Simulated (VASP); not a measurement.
Crystal: SiC4.

```
Si C
1.0
    -2.55854    2.55854    2.55854
     2.55854   -2.55854    2.55854
     2.55854    2.55854   -2.55854
Si C
1 4
Direct
  0.00000 0.00000 0.00000
  0.00000 0.00000 0.50000
  0.50000 0.00000 0.00000
  0.00000 0.50000 0.00000
  0.50000 0.50000 0.50000
```

| Property | Result |
| --- | --- |
| Program | VASP 6.6.1 |
| Task | relaxation of cell and atoms |
| Functional | PBE |
| Potentials or basis | VASP PAW PBE potentials, release 64 (Si, C) |
| Cutoff | 600 eV |
| k mesh | 6 × 6 × 6 |
| Occupations | gaussian, width 0.1 eV |
| Spin | no spin polarisation |

At the start: pressure -32.1 GPa; volume 13.40 Å³/atom.

Task: Where does the relaxation end?

Result: Over 4 steps the energy falls by 747.4 meV/atom and the volume is 8.39 Å³/atom (-37.4 %); space group Im-3m (No. 229, to 0.05 Å).

Step by step:
```
step  energy change (eV)  largest force (eV/Å)  pressure (GPa)  volume (Å³)
   1              0.0000                0.0000          -32.08        66.99
   2             -3.6867                0.0000           -7.02        44.20
   3             -3.7335                0.0000           -2.08        42.59
   4             -3.7371                0.0000            0.37        41.95
```

Final structure:
```
CELL_PARAMETERS angstrom
-2.18890 2.18890 2.18890
2.18890 -2.18890 2.18890
2.18890 2.18890 -2.18890
ATOMIC_POSITIONS crystal
Si 0.00000 0.00000 0.00000
C 0.00000 0.00000 0.50000
C 0.50000 0.00000 0.00000
C 0.00000 0.50000 0.00000
C 0.50000 0.50000 0.50000
```

Caveat: the volume moved by over 15 % at a fixed basis, so the end points are rough.
